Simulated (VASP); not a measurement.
Here is a VASP 6.6.1 calculation.

Contents of INCAR:

```
AGGAC = 1.0
AGGAX = 1.0
ALDAC = 0.0
ALDAX = 1.0
ALGO = Normal
EDIFF = 1E-6
ENCUT = 500
GGA = B5
GGA_COMPAT = False
ISIF = 2
ISMEAR = 0
LASPH = True
LCHARG = True
LELF = True
LREAL = False
LVHAR = True
LWAVE = False
NBANDS = 16
NELM = 120
PREC = Accurate
SIGMA = 0.01
```

File KPOINTS:

```
k-points
0
Gamma
  6 6 6
```

POSCAR

```
CdSe
1.0
    0.0000000000      3.0702710000      3.0702710000
    3.0702710000      0.0000000000      3.0702710000
    3.0702710000      3.0702710000      0.0000000000
Cd Se
1 1
Direct
    0.0000000000      0.0000000000      0.0000000000
    0.7500000000      0.7500000000      0.7500000000
```

Potentials or basis: VASP PAW PBE potentials, release 64 (Cd, Se).

Run with:

```sh
$ cat potpaw_PBE.64/Cd/POTCAR potpaw_PBE.64/Se/POTCAR > POTCAR
$ mpirun -np 1 vasp_std > vasp.out
```

**Question.** Predict the band gap on the k mesh.

**Answer.** 0.50 eV, direct.

**Question.** What does it give for the pressure?

**Answer.** 4.4 GPa.

Caveat: the PAW data sets were made with another functional, which shifts forces and pressure a little. As with any semilocal functional, this BLYP gap is likely too small.
